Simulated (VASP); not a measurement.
## SnTeCl2: single point with PBE

The system is SnTeCl2.

```
CELL_PARAMETERS angstrom
4.31019 0.00000 0.00000
0.00000 4.31019 0.00000
0.00000 0.00000 8.00724
ATOMIC_POSITIONS crystal
Sn 0.00000 0.00000 0.00000
Te 0.50000 0.50000 0.00000
Cl 0.00000 0.00000 0.30348
Cl 0.00000 0.00000 0.69652
```

The cell was built from a structure type or drawn by symmetry, and may not be a known phase.

| Quantity | Value |
| --- | --- |
| Program | VASP 6.6.1 |
| Task | single point |
| Functional | PBE |
| Potentials or basis | VASP PAW PBE potentials, release 64 (Sn_d, Te, Cl) |
| Cutoff | 520 eV |
| k mesh | 12 × 12 × 6 |
| Occupations | gaussian, width 0.1 eV |
| Spin | no spin polarisation |

```yaml
Pressure: -0.1 GPa
Largest_force: 0.012 eV/Å
Band_gap_on_the_k_mesh: zero (bands 17 and 18 overlap by 0.58 eV)
```

Forces on the atoms (eV/Å):
```
Sn   0.000  0.000  0.000
Te   0.000  0.000  0.000
Cl   0.000  0.000 -0.012
Cl   0.000  0.000  0.012
```

Levels at points of the mesh, in eV from the Fermi level:
| k point | band 14 | band 15 | band 16 | band 17 | band 18 | band 19 | band 20 | band 21 |
| --- | --- | --- | --- | --- | --- | --- | --- | --- |
| (0.00, 0.00, 0.00) | -1.53 | -1.05 | -1.05 | -0.78 | -0.46 | 4.14 | 5.53 | 5.53 |
| (0.50, 0.00, 0.00) | -1.97 | -1.47 | -0.64 | 0.12 | 1.77 | 1.85 | 1.87 | 5.37 |
| (0.50, 0.50, 0.00) | -1.97 | -1.68 | -1.68 | -0.99 | -0.29 | 6.73 | 6.73 | 7.06 |
| (0.00, 0.00, 0.50) | -1.74 | -0.89 | -0.89 | -0.67 | 0.36 | 4.15 | 5.60 | 5.60 |
| (0.50, 0.00, 0.50) | -1.68 | -1.30 | -0.64 | 0.02 | 1.86 | 1.95 | 2.31 | 4.69 |
| (0.50, 0.50, 0.50) | -2.23 | -1.41 | -1.41 | -0.30 | 0.19 | 5.96 | 6.47 | 6.47 |

Run time: 3 min on 1 thread of Intel(R) Xeon(R) 6975P-C (Granite Rapids), on a shared host, peak memory 0.54 GiB.

Caveat: spin-orbit coupling is left out, which moves the levels of the heavy elements; this functional lacks dispersion, which binds the layers, so the pressure and a relaxed spacing across them are unreliable.
